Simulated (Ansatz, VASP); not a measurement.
# BN in VASP and in Ansatz

File POSCAR:

```
BN
1.0
    3.6260020000      0.0000000000      0.0000000000
    0.0000000000     -3.6260020000      0.0000000000
    0.0000000000      0.0000000000     -3.6260020000
B N
4 4
Direct
    0.0000000000      0.5000000000      0.5000000000
    0.5000000000      0.0000000000      0.5000000000
    0.5000000000      0.5000000000      0.0000000000
    0.0000000000      0.0000000000      0.0000000000
    0.7500000000      0.7500000000      0.7431053541
    0.2500000000      0.2500000000      0.7500000000
    0.2500000000      0.7500000000      0.2500000000
    0.7500000000      0.2500000000      0.2500000000
```

The input INCAR.step1:

```
SYSTEM = BN
PREC = Accurate
ENCUT = 520
ISMEAR = 0
SIGMA = 0.05
LREAL = .False.
LASPH = .True.
NELM = 60
NBANDS = 26
GGA = PE
ALGO = Normal
EDIFF = 1E-4
LWAVE = .True.
LCHARG = .False.
```

INCAR.step2

```
SYSTEM = BN
PREC = Accurate
ENCUT = 520
EDIFF = 1E-7
ISMEAR = 0
SIGMA = 0.05
LREAL = .False.
LASPH = .True.
NELM = 60
ALGO = Normal
ISIF = 2
LWAVE = .False.
LCHARG = .False.
METAGGA = R2SCAN
LMIXTAU = .True.
NBANDS = 26
ISTART = 1
```

File KPOINTS:

```
regular mesh
0
Gamma
  6 6 6
  0 0 0
```

Input for Ansatz:

```yaml
crystal:
  lattice:
    - [3.626002, 0.0, 0.0]
    - [0.0, -3.626002, 0.0]
    - [0.0, 0.0, -3.626002]
  atoms:
    - { symbol: B, position: [0.0, 0.5, 0.5] }
    - { symbol: B, position: [0.5, 0.0, 0.5] }
    - { symbol: B, position: [0.5, 0.5, 0.0] }
    - { symbol: B, position: [0.0, 0.0, 0.0] }
    - { symbol: "N", position: [0.75, 0.75, 0.7431053541] }
    - { symbol: "N", position: [0.25, 0.25, 0.75] }
    - { symbol: "N", position: [0.25, 0.75, 0.25] }
    - { symbol: "N", position: [0.75, 0.25, 0.25] }
basis:
  ecutwfc: 500
kpoints:
  mp_grid: { grid: [6, 6, 6] }
hamiltonian:
  xc: r2scan
scf:
  occupations: { method: gaussian, width: 0.05 }
output:
  forces: true
  stress: true
  eigenvalues: true
```

Alike in both runs: task single point; functional r2SCAN; k mesh 6 × 6 × 6; occupations gaussian, width 0.05 eV; no spin polarisation.

```csv
,VASP,Ansatz
version,VASP 6.6.1,Ansatz 0.2.0
potentials or method,"VASP PAW PBE potentials, release 64 (B, N), cutoff 520 eV","scalar-relativistic, plane waves, PAW"
valence electrons in the cell,32,32
```

Ansatz gave:

* gap on the k mesh at the Fermi level (eV): 4.93
* least direct gap on the mesh (eV): 4.93
* pressure (GPa): -5.1
* rms of the force components (eV/Å): 0.200

Question: What did VASP give for the same quantities?

Answer: gap on the k mesh at the Fermi level (eV): 4.90; least direct gap on the mesh (eV): 4.90; pressure (GPa): -4.0; rms of the force components (eV/Å): 0.201.

VASP's potentials were made for PBE, not for r2SCAN. Atom by atom the forces differ by 0.001 eV/Å (rms over components).
